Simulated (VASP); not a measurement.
# Na2LiScCl6 (Fm-3m) in VASP: single point with LDA

Aim: the single point of Na2LiScCl6 with LDA.

Everything below comes from runs of VASP 6.6.1. Logs are shortened: lines on timing, memory, paths and dates and some standing lists are left out, and cuts for length are marked.

### Step 1. The cell of the first run

It takes space group Fm-3m (No. 225, cubic). The conventional cell has a = 9.982 Å, b = 9.982 Å, c = 9.982 Å, α = 90.00°, β = 90.00°, γ = 90.00°. Within 4.6 Å of Na (site symmetry -43m) lie 12 Cl at 3.53 Å and 4 Sc at 4.32 Å and 4 Li at 4.32 Å. Within 3.3 Å of Li (site symmetry m-3m) lie 6 Cl at 2.51 Å. Within 3.3 Å of Sc (site symmetry m-3m) lie 6 Cl at 2.48 Å. Cl (site symmetry 4mm) has 1 Sc at 2.48 Å and 1 Li at 2.51 Å within 3.3 Å.

### Step 2. Single point, LDA

Input file INCAR:

```
PREC = Accurate
ENCUT = 750
EDIFF = 1E-6
ISMEAR = 0
SIGMA = 0.01
LREAL = F
LASPH = T
NELM = 120
ALGO = Normal
ISIF = 2
LWAVE = F
LCHARG = F
GGA = CA
NBANDS = 46
GGA_COMPAT = F
```

Input file KPOINTS:

```
Automatic mesh
0
Gamma
  3 3 3
```

Input file POSCAR:

```
Na2LiScCl6
1.0
    0.0000000000      4.9911100000      4.9911100000
    4.9911100000      0.0000000000      4.9911100000
    4.9911100000      4.9911100000      0.0000000000
Na Li Sc Cl
2 1 1 6
Direct
    0.7500000000      0.7500000000      0.7500000000
    0.2500000000      0.2500000000      0.2500000000
    0.5000000000      0.5000000000      0.5000000000
    0.0000000000      0.0000000000      0.0000000000
    0.7517900000      0.2482100000      0.2482100000
    0.2482100000      0.2482100000      0.7517900000
    0.7517900000      0.7517900000      0.2482100000
    0.2482100000      0.7517900000      0.2482100000
    0.7517900000      0.2482100000      0.7517900000
    0.2482100000      0.7517900000      0.7517900000
```

Potentials or basis: VASP PAW LDA potentials, release 64 (Na_pv, Li_sv, Sc_sv, Cl).

On the command line:

```
> cat potpaw_LDA.64/Na_pv/POTCAR potpaw_LDA.64/Li_sv/POTCAR potpaw_LDA.64/Sc_sv/POTCAR potpaw_LDA.64/Cl/POTCAR > POTCAR
> mpirun -np 1 vasp_std > vasp.out
```

OUTCAR:

```text
PREC = Accurate
   ENCUT = 750
   EDIFF = 1E-6
   ISMEAR = 0
   LREAL = F
   LASPH = T
   NELM = 120
   ISIF = 2
   GGA = CA

 ion  position               nearest neighbor table
   1  0.750  0.750  0.750-
   2  0.250  0.250  0.250-
   3  0.500  0.500  0.500-   5 2.51   6 2.51   7 2.51   8 2.51   9 2.51  10 2.51
   4  0.000  0.000  0.000-   5 2.48   6 2.48   7 2.48   8 2.48   9 2.48  10 2.48
   5  0.752  0.248  0.248-   4 2.48   3 2.51
   6  0.248  0.248  0.752-   4 2.48   3 2.51
   7  0.752  0.752  0.248-   4 2.48   3 2.51
   8  0.248  0.752  0.248-   4 2.48   3 2.51
   9  0.752  0.248  0.752-   4 2.48   3 2.51
  10  0.248  0.752  0.752-   4 2.48   3 2.51

  LATTYP: Found a face centered cubic cell.
 ALAT       =     9.9822200000

  Lattice vectors:

 A1 = (   0.0000000000,   4.9911100000,   4.9911100000)
 A2 = (   4.9911100000,   0.0000000000,   4.9911100000)
 A3 = (   4.9911100000,   4.9911100000,   0.0000000000)

Analysis of symmetry for initial positions (statically):
=====================================================================
 Subroutine PRICEL returns:
 Original cell was already a primitive cell.

 Routine SETGRP: Setting up the symmetry group for a
 face centered cubic supercell.

 Subroutine GETGRP returns: Found 48 space group operations
 (whereof 48 operations were pure point group operations)
 out of a pool of 48 trial point group operations.

The static configuration has the point symmetry O_h .

Analysis of symmetry for dynamics (positions and initial velocities):
=====================================================================
 Subroutine PRICEL returns:
 Original cell was already a primitive cell.

 Routine SETGRP: Setting up the symmetry group for a
 face centered cubic supercell.

 Subroutine GETGRP returns: Found 48 space group operations
 (whereof 48 operations were pure point group operations)
 out of a pool of 48 trial point group operations.

The dynamic configuration has the point symmetry O_h .

 Subroutine INISYM returns: Found 48 space group operations
 (whereof 48 operations are pure point group operations),
 and found     1 'primitive' translations

----------------------------------------------------------------------------------------

                                     Primitive cell

  volume of cell :     248.6689

  direct lattice vectors                    reciprocal lattice vectors
     0.000000000  4.991110000  4.991110000    -0.100178117  0.100178117  0.100178117
     4.991110000  0.000000000  4.991110000     0.100178117 -0.100178117  0.100178117
     4.991110000  4.991110000  0.000000000     0.100178117  0.100178117 -0.100178117

  length of vectors
     7.058495453  7.058495453  7.058495453     0.173513588  0.173513588  0.173513588

  position of ions in fractional coordinates (direct lattice)
     0.750000000  0.750000000  0.750000000
     0.250000000  0.250000000  0.250000000
     0.500000000  0.500000000  0.500000000
     0.000000000  0.000000000  0.000000000
     0.751790000  0.248210000  0.248210000
     0.248210000  0.248210000  0.751790000
     0.751790000  0.751790000  0.248210000
     0.248210000  0.751790000  0.248210000
     0.751790000  0.248210000  0.751790000
     0.248210000  0.751790000  0.751790000

  ion indices of the primitive-cell ions
   primitive index   ion index
                 1           1
                 2           2
                 3           3
                 4           4
                 5           5
                 6           6
                 7           7
                 8           8
                 9           9
                10          10

----------------------------------------------------------------------------------------

 KPOINTS: Automatic mesh

Automatic generation of k-mesh.
 Grid dimensions read from file:
 generate k-points for:    3    3    3

 Generating k-lattice:

  Cartesian coordinates                     Fractional coordinates (reciprocal lattice)
    -0.033392706  0.033392706  0.033392706     0.333333333  0.000000000  0.000000000
     0.033392706 -0.033392706  0.033392706     0.000000000  0.333333333  0.000000000
     0.033392706  0.033392706 -0.033392706     0.000000000  0.000000000  0.333333333

  Length of vectors
     0.057837863  0.057837863  0.057837863

  Shift w.r.t. Gamma in fractional coordinates (k-lattice)
     0.000000000  0.000000000  0.000000000

 Subroutine IBZKPT returns following result:
 ===========================================

 Found      4 irreducible k-points:

 Following reciprocal coordinates:
            Coordinates               Weight
  0.000000  0.000000  0.000000      1.000000
  0.333333  0.000000  0.000000      8.000000
  0.333333  0.333333  0.000000      6.000000
 -0.333333  0.333333  0.000000     12.000000
   k-points           NKPTS =      4   k-points in BZ     NKDIM =      4   number of bands    NBANDS=     46
   number of dos      NEDOS =    301   number of ions     NIONS =     10
   total plane-waves  NPLWV = 262144
   dimension x,y,z NGX =    64 NGY =   64 NGZ =   64
   dimension x,y,z NGXF=   128 NGYF=  128 NGZF=  128
   ions per type =               2   1   1   6
   NGX,Y,Z   is equivalent  to a cutoff of  15.07, 15.07, 15.07 a.u.
   NGXF,Y,Z  is equivalent  to a cutoff of  30.15, 30.15, 30.15 a.u.
 SYSTEM =  unknown system
   PREC   = accura    normal or accurate (medium, high low for compatibility)
   ISTART =      0    job   : 0-new  1-cont  2-samecut
   ICHARG =      2    charge: 1-file 2-atom 10-const
   ISPIN  =      1    spin polarized calculation?
   LNONCOLLINEAR =      F non collinear calculations
   LSORBIT =      F    spin-orbit coupling
   LASPH  =      T    aspherical Exc in radial PAW
   ENCUT  =  750.0 eV  55.12 Ry    7.42 a.u.  15.76 15.76 15.76*2*pi/ulx,y,z
   NELM   =    120;   NELMIN=  2; NELMDL= -5     # of ELM steps
   EDIFF  = 0.1E-05   stopping-criterion for ELM
   LREAL  =      F    real-space projection
   EDIFFG = 0.1E-04   stopping-criterion for IOM
   NSW    =      0    number of steps for IOM
   IBRION =     -1    ionic relax: 0-MD 1-quasi-New 2-CG
   NFREE  =      0    steps in history (QN), initial steepest desc. (CG)
   ISIF   =      2    stress and relaxation
   ISYM   =      2    0-nonsym 1-usesym 2-fastsym
   POTIM  = 0.5000    time-step for ionic-motion
   TEBEG  =    0.0;   TEEND  =   0.0 temperature during run
   PSTRESS=    0.0 pullay stress
   NELECT =      70.0000    total number of electrons
   NUPDOWN=      -1.0000    fix difference up-down
   EMIN   =  10.00;   EMAX   =-10.00  energy-range for DOS
   EFERMI =   0.00;   METHOD = LEGACY
   ISMEAR =     0;   SIGMA  =   0.01  broadening in eV -4-tet -1-fermi 0-gaus
   EFERMI_NEDOS =   21; number of points for ismear=-14 and -15
   IALGO  =     38    algorithm
   IMIX   =      4    mixing-type and parameters
     AMIX     =   0.40;   BMIX     =  1.00
     AMIX_MAG =   1.60;   BMIX_MAG =  1.00
  volume/ion in A,a.u.               =      24.87       167.81
  Fermi-wavevector in a.u.,A,eV,Ry     =   1.072919  2.027523 15.662424  1.151156
  Thomas-Fermi vector in A             =   2.208703
   LORBIT       =      0    0 simple, 1 ext, 2 COOP (PROOUT), +10 PAW based schemes
   GGA     = CA    functional components
   LHFCALC =     F    Hartree Fock is set to
   AEXX    =    0.0000 exact exchange contribution
   IVDW    =     0    specifies the selected vdW correction
   LEPSILON=     F    determine dielectric tensor
   LRPA    =     F    only Hartree local field effects (RPA)
 non-spin polarized calculation
 Gauss-broadening in eV      SIGMA  =   0.01
  energy-cutoff  :      750.00
  volume of cell :      248.67
 maximum number of plane-waves:     11614
   NGX = 31   NGY = 31   NGZ = 31

 number of electron      69.9999997 magnetization

 Free energy of the ion-electron system (eV)
  ---------------------------------------------------
  ext. energy  EPLUGINS =         0.00000000
  ---------------------------------------------------
  free energy    TOTEN  =       -43.59608034 eV

  energy without entropy =      -43.59608034  energy(sigma->0) =      -43.59608034

 E-fermi :  -0.2595     XC(G=0):  -8.4190

 val. band max:       -0.3884219182   @ k =   0.0000   0.0000   0.0000
 cond. band min:       3.1937773605   @ k =   0.0000   0.0000   0.0000
 fundamental gap:      3.5821992787
 Fermi energy:        -0.2594776822

 k-point     1 :       0.0000    0.0000    0.0000
  band No.  band energies     occupation
      1     -48.1464      2.00000
      2     -43.2347      2.00000
      3     -27.1209      2.00000
      4     -27.1209      2.00000
      5     -27.1209      2.00000
      6     -22.9981      2.00000
[... 38 lines left out ...]
     45       7.3013      0.00000
     46       7.3036      0.00000

 k-point     2 :       0.3333    0.0000    0.0000
  band No.  band energies     occupation
      1     -48.1464      2.00000
      2     -43.2347      2.00000
      3     -27.1209      2.00000
      4     -27.1209      2.00000
      5     -27.1209      2.00000
      6     -22.9981      2.00000
[... 38 lines left out ...]
     45       7.7703      0.00000
     46       7.7723      0.00000

 k-point     3 :       0.3333    0.3333    0.0000
  band No.  band energies     occupation
      1     -48.1464      2.00000
      2     -43.2347      2.00000
      3     -27.1209      2.00000
      4     -27.1209      2.00000
      5     -27.1209      2.00000
      6     -22.9982      2.00000
[... 38 lines left out ...]
     45       7.4260      0.00000
     46       7.9985      0.00000

 k-point     4 :      -0.3333    0.3333    0.0000
  band No.  band energies     occupation
      1     -48.1464      2.00000
      2     -43.2347      2.00000
      3     -27.1209      2.00000
      4     -27.1209      2.00000
      5     -27.1209      2.00000
      6     -22.9983      2.00000
[... 38 lines left out ...]
     45       7.4493      0.00000
     46       7.4815      0.00000

------------------------ aborting loop because EDIFF is reached ----------------------------------------

  FORCE on cell =-STRESS in cart. coord.  units (eV):
  Direction    XX          YY          ZZ          XY          YZ          ZX
  --------------------------------------------------------------------------------------
  -------------------------------------------------------------------------------------
  Total       -4.6934665     -4.6934665     -4.6934665      0.0000000      0.0000000     -0.0000000
  in kB      -30.2400762    -30.2400762    -30.2400762      0.0000000      0.0000000     -0.0000000
  external PRESSURE =     -30.2400762 kB  Pullay stress =       0.0000000 kB

 VOLUME and BASIS-vectors are now :
 -----------------------------------------------------------------------------
  energy-cutoff  :      750.00
  volume of cell :      248.67
      direct lattice vectors                 reciprocal lattice vectors
     0.000000000  4.991110000  4.991110000    -0.100178117  0.100178117  0.100178117
     4.991110000  0.000000000  4.991110000     0.100178117 -0.100178117  0.100178117
     4.991110000  4.991110000  0.000000000     0.100178117  0.100178117 -0.100178117

 POSITION                                       TOTAL-FORCE (eV/Angst)
 -----------------------------------------------------------------------------------
      7.48667      7.48667      7.48667         0.000000      0.000000      0.000000
      2.49555      2.49555      2.49555         0.000000     -0.000000      0.000000
      4.99111      4.99111      4.99111         0.000000     -0.000000      0.000000
      0.00000      0.00000      0.00000         0.000000      0.000000      0.000000
      2.47769      4.99111      4.99111        -0.170520      0.000000      0.000000
      4.99111      4.99111      2.47769         0.000000      0.000000     -0.170520
      4.99111      4.99111      7.50453         0.000000      0.000000      0.170520
      4.99111      2.47769      4.99111         0.000000     -0.170520      0.000000
      4.99111      7.50453      4.99111         0.000000      0.170520      0.000000
      7.50453      4.99111      4.99111         0.170520      0.000000      0.000000
 -----------------------------------------------------------------------------------
    total drift:                               -0.000000      0.000000      0.000000

  FREE ENERGIE OF THE ION-ELECTRON SYSTEM (eV)
  ---------------------------------------------------
  free  energy   TOTEN  =       -43.5960803392 eV

  energy  without entropy=      -43.5960803392  energy(sigma->0) =      -43.59608034
```

Run time: 3.7 min. Hardware: 1 thread of Intel Xeon 8259CL, shared host; peak memory 0.46 GiB.

Results:

| Quantity | Value |
| --- | --- |
| Free energy | -43.5961 eV |
| Pressure | -3.0 GPa |
| Largest force | 0.171 eV/Å |
| Band gap on the k mesh | 3.58 eV |

Forces in eV/Å, atoms in the order of the input:
```
Na   0.000  0.000  0.000
Na   0.000  0.000  0.000
Li   0.000  0.000  0.000
Sc   0.000  0.000  0.000
Cl  -0.171  0.000  0.000
Cl   0.000  0.000 -0.171
Cl   0.000  0.000  0.171
Cl   0.000 -0.171  0.000
Cl   0.000  0.171  0.000
Cl   0.171  0.000  0.000
```

Levels at points of the mesh, in eV from the valence-band top:
```
           k point  band 31  band 32  band 33  band 34  band 35  band 36  band 37  band 38  band 39  band 40
(0.00, 0.00, 0.00)    -0.41    -0.41     0.00     0.00     0.00     3.58     3.58     3.58     3.78     4.69
```

Caveat: the cell stands under tension; an odd mesh through Γ misses points on the zone boundary, where band edges can lie.
